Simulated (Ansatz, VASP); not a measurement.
**One calculation of Ga4PN3, two programs**

The input POSCAR:

```
Ga4PN3
1.0
    3.3370934284      0.0000000000      0.0000000000
   -1.6685467142      2.8900076838      0.0000000000
    0.0000000000      0.0000000000     11.0488943059
N P Ga
3 1 4
Direct
    0.6666666667      0.3333333333     -0.0199977448
    0.6666666667      0.3333333333      0.5206121249
    0.3333333333      0.6666666667      0.7501676007
    0.3333333333      0.6666666667      0.2460275376
    0.6666666667      0.3333333333      0.8028955166
    0.6666666667      0.3333333333      0.3439219028
    0.3333333333      0.6666666667      0.5731980731
    0.3333333333      0.6666666667      0.0331749890
```

The input INCAR.step1:

```
SYSTEM = Ga4PN3
PREC = Accurate
ENCUT = 520
ISMEAR = -1
SIGMA = 0.02
LREAL = .False.
LASPH = .True.
NELM = 60
NBANDS = 46
GGA = PE
ALGO = Normal
EDIFF = 1E-4
LWAVE = .True.
LCHARG = .False.
```

The input INCAR.step2:

```
SYSTEM = Ga4PN3
PREC = Accurate
ENCUT = 520
EDIFF = 1E-6
ISMEAR = -1
SIGMA = 0.02
LREAL = .False.
LASPH = .True.
NELM = 60
ALGO = Normal
ISIF = 2
LWAVE = .False.
LCHARG = .False.
METAGGA = R2SCAN
LMIXTAU = .True.
NBANDS = 46
ISTART = 1
```

Contents of KPOINTS:

```
regular mesh
0
Gamma
  12 12 2
  0 0 0
```

Input for Ansatz:

```yaml
crystal:
  lattice:
    - [3.3370934284, 0.0, 0.0]
    - [-1.6685467142, 2.8900076838, 0.0]
    - [0.0, 0.0, 11.0488943059]
  atoms:
    - { symbol: "N", position: [0.6666666667, 0.3333333333, -0.0199977448] }
    - { symbol: "N", position: [0.6666666667, 0.3333333333, 0.5206121249] }
    - { symbol: "N", position: [0.3333333333, 0.6666666667, 0.7501676007] }
    - { symbol: P, position: [0.3333333333, 0.6666666667, 0.2460275376] }
    - { symbol: Ga, position: [0.6666666667, 0.3333333333, 0.8028955166] }
    - { symbol: Ga, position: [0.6666666667, 0.3333333333, 0.3439219028] }
    - { symbol: Ga, position: [0.3333333333, 0.6666666667, 0.5731980731] }
    - { symbol: Ga, position: [0.3333333333, 0.6666666667, 0.033174989] }
kpoints:
  mp_grid: { grid: [12, 12, 2] }
  band_path:
    path:
      - [0.0, 0.0, 0.0]
      - [0.5, 0.0, 0.0]
      - [0.3333333333, 0.3333333333, 0.0]
      - [0.0, 0.0, 0.5]
      - [0.5, 0.0, 0.5]
      - [0.3333333333, 0.3333333333, 0.5]
      - [0.0666666667, 0.0666666667, 0.0]
    npoints: 1
hamiltonian:
  xc: r2scan
scf:
  occupations: { method: fermi_dirac, width: 0.02 }
  n_extra_bands: 6
output:
  forces: true
  stress: true
  eigenvalues: true
```

Alike in both runs: task single point; functional r2SCAN; k mesh 12 × 12 × 2; occupations fermi-dirac, width 0.02 eV; no spin polarisation.

```csv
,VASP,Ansatz
version,VASP 6.6.1,Ansatz 0.2.0
potentials or method,"VASP PAW PBE potentials, release 64 (N, P, Ga_d)","plane waves, PAW"
plane-wave cutoff (eV),520,500
valence electrons in the cell,72,72
```

```csv
,VASP,Ansatz,Ansatz less VASP
pressure (GPa),0.5,0.0,-0.53
"traceless stress, the component that is largest in VASP (GPa)",0.08,-0.01,-0.088
rms of the force components (eV/Å),0.024,0.000,-0.0232
```

VASP's potentials were made for PBE, not for r2SCAN. Atom by atom the forces differ by 0.024 eV/Å (rms over components). With one functional, cell and mesh, what is left measures potentials, basis and numerics.
